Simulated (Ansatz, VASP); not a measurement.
# Two plane-wave programs on WS2

The input POSCAR:

```
WS2
1.0
    3.1816189179      0.0000000000      0.0000000000
   -1.5908094589      2.7553628080      0.0000000000
    0.0000000000      0.0000000000     12.2833377870
W S
2 4
Direct
    0.3333333333      0.6666666667      0.2500000000
    0.6666666667      0.3333333333      0.7500000000
    0.3333333333      0.6666666667      0.6234721929
    0.6666666667      0.3333333333      0.1234721929
    0.3333333333      0.6666666667      0.8765278071
    0.6666666667      0.3333333333      0.3765278071
```

File INCAR.step1:

```
  ALGO = Normal
  EDIFF = 1E-4
  ENCUT = 520
  GGA = PE
  ISMEAR = 0
  LASPH = True
  LCHARG = False
  LREAL = False
  LWAVE = True
  NBANDS = 35
  NELM = 100
  PREC = Accurate
  SIGMA = 0.02
```

The input INCAR.step2:

```
  ALGO = Normal
  EDIFF = 1E-6
  ENCUT = 520
  ISIF = 2
  ISMEAR = 0
  ISTART = 1
  LASPH = True
  LCHARG = False
  LMIXTAU = True
  LREAL = False
  LWAVE = False
  METAGGA = R2SCAN
  NBANDS = 35
  NELM = 100
  PREC = Accurate
  SIGMA = 0.02
```

File KPOINTS:

```
k-points
0
Gamma
  12 12 2
```

Input for Ansatz:

```yaml
crystal:
  lattice:
    - [3.1816189179, 0.0, 0.0]
    - [-1.5908094589, 2.755362808, 0.0]
    - [0.0, 0.0, 12.283337787]
  atoms:
    - { symbol: W, position: [0.3333333333, 0.6666666667, 0.25] }
    - { symbol: W, position: [0.6666666667, 0.3333333333, 0.75] }
    - { symbol: S, position: [0.3333333333, 0.6666666667, 0.6234721929] }
    - { symbol: S, position: [0.6666666667, 0.3333333333, 0.1234721929] }
    - { symbol: S, position: [0.3333333333, 0.6666666667, 0.8765278071] }
    - { symbol: S, position: [0.6666666667, 0.3333333333, 0.3765278071] }
basis:
  ecutwfc: 500
kpoints:
  mp_grid: { grid: [12, 12, 2] }
  band_path: { path: [VBM, CBM], npoints: 2 }
hamiltonian:
  xc: r2scan
scf:
  occupations: { method: gaussian, width: 0.02 }
output:
  forces: true
  stress: true
  eigenvalues: true
checkpoint:
  read: start.run
  write: ck
  compress: false
  write_wavefunctions: false
  write_every: 100000
```

Alike in both runs: task single point; functional r2SCAN; k mesh 12 × 12 × 2; occupations gaussian, width 0.02 eV; no spin polarisation.

|  | VASP | Ansatz |
| --- | --- | --- |
| version | VASP 6.6.1 | Ansatz 0.2.0 |
| potentials or method | VASP PAW PBE potentials, release 64 (W_sv, S), cutoff 520 eV | scalar-relativistic, plane waves, PAW |
| valence electrons in the cell | 52 | 52 |

```tsv
	VASP	Ansatz	Ansatz less VASP
gap on the k mesh at the Fermi level (eV)	1.08	1.07	-0.013
least direct gap on the mesh (eV)	1.83	1.83	-0.003
pressure (GPa)	1.4	1.2	-0.19
traceless stress, the component that is largest in VASP (GPa)	1.25	1.31	+0.059
rms of the force components (eV/Å)	0.014	0.003	-0.0103
```

VASP's potentials were made for PBE, not for r2SCAN. Atom by atom the forces differ by 0.010 eV/Å (rms over components).

Neither program's run includes spin-orbit coupling.
